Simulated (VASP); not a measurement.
Input of a VASP 6.6.1 run:

The input INCAR:

```
SYSTEM = Si5W2
PREC = Accurate
ENCUT = 520
EDIFF = 1E-7
ISMEAR = 0
SIGMA = 0.1
LREAL = .FALSE.
LASPH = .TRUE.
NELM = 80
ALGO = Normal
ISIF = 2
LWAVE = .FALSE.
LCHARG = .TRUE.
LDIPOL = .TRUE.
IDIPOL = 3
DIPOL = 0.5 0.5 0.363
GGA = PE
LELF = .TRUE.
LVHAR = .TRUE.
LVACPOTAV = .TRUE.
NBANDS = 33
```

KPOINTS

```
Automatic mesh
0
G
  8 8 1
  0 0 0
```

The input POSCAR:

```
Si5W2
1.0
    3.2292919635      0.0000000000      0.0000000000
    0.0000000000      3.2292919635      0.0000000000
    0.0000000000      0.0000000000     21.9372962601
Si W
5 2
Direct
    0.0000000000      0.0000000000      0.1823378758
    0.0000000000      0.0000000000      0.3009901014
    0.5000000000      0.5000000000      0.3590107496
    0.5000000000      0.5000000000      0.4757786072
    0.5000000000      0.8750000000      0.5651518857
    0.5000000000      0.5000000000      0.2416639886
    0.0000000000      0.0000000000      0.4178382285
```

Potentials or basis: VASP PAW PBE potentials, release 64 (Si, W_sv).

The run is started by

```sh
$ cat potpaw_PBE.64/Si/POTCAR potpaw_PBE.64/W_sv/POTCAR > POTCAR
$ mpirun -np 1 vasp_std > vasp.out
```

(1) What does it give for the largest force?

(2) Estimate the band gap on the k mesh.

## Answers

(1) 0.663 eV/Å.

(2) zero (band 24 reaches 2.96 eV, above the bottom of band 25 at 2.02 eV).

Caveat: spin-orbit coupling is left out, which moves the levels of the heavy elements.
